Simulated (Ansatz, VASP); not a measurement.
One calculation of BaTe, two programs

```xyz
2
Lattice="0.0000 3.4331 3.4331 3.4331 0.0000 3.4331 3.4331 3.4331 0.0000" Properties=species:S:1:pos:R:3 pbc="T T T"
Ba    0.0000    0.0000    0.0000
Te    3.4331    3.4331    3.4331
```

Alike in both runs: task single point; functional LDA; k mesh 6 × 6 × 6; no spin polarisation.

|  | VASP | Ansatz |
| --- | --- | --- |
| version | VASP 6.6.1 | Ansatz 0.2.0 |
| potentials or method | VASP PAW LDA potentials, release 64 (Ba_sv, Te) | PAW with Ansatz's default frozen-core files, scalar-relativistic |
| plane-wave cutoff (eV) | 520 | 420 |
| occupations | gaussian, width 0.01 eV | fixed |
| valence electrons in the cell | 16 | 26 |

|  | VASP | Ansatz | Ansatz less VASP |
| --- | --- | --- | --- |
| gap on the k mesh at the Fermi level (eV) | 1.26 | 1.36 | +0.103 |
| pressure (GPa) | 0.5 | 0.0 | -0.46 |

LDA's correlation is that of Perdew and Zunger in VASP and of Perdew and Wang (1992) in Ansatz. VASP's potentials hold 16 valence electrons a cell and Ansatz's 26, so a difference there can come from the potentials and not from the codes.

Spin-orbit coupling is off throughout.
